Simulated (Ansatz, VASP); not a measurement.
## CsPbCl3 in VASP and in Ansatz

```
CELL_PARAMETERS angstrom
5.60500 0.00000 0.00000
0.00000 5.60500 0.00000
0.00000 0.00000 5.60500
ATOMIC_POSITIONS crystal
Cs 0.00000 0.00000 0.00000
Pb 0.50000 0.50000 0.50000
Cl 0.00000 0.50000 0.50000
Cl 0.50000 0.00000 0.50000
Cl 0.50000 0.50000 0.00000
```

Alike in both runs: task single point; functional PBEsol; k mesh 6 × 6 × 6; occupations gaussian, width 0.05 eV; no spin polarisation.

|  | VASP | Ansatz |
| --- | --- | --- |
| version | VASP 6.6.1 | Ansatz 0.2.0 |
| potentials or method | VASP PAW PBE potentials, release 64 (Cs_sv, Pb_d, Cl), cutoff 520 eV | scalar-relativistic, plane waves, PAW |
| valence electrons in the cell | 44 | 44 |

Ansatz gave:

```
gap on the k mesh at the Fermi level (eV) : 1.80
least direct gap on the mesh (eV)         : 1.80
pressure (GPa)                            : 0.2
```

Estimate VASP's values.

gap on the k mesh at the Fermi level (eV): 1.81; least direct gap on the mesh (eV): 1.81; pressure (GPa): 0.2.

VASP's potentials were made for PBE, not for PBEsol.

Neither program's run includes spin-orbit coupling.
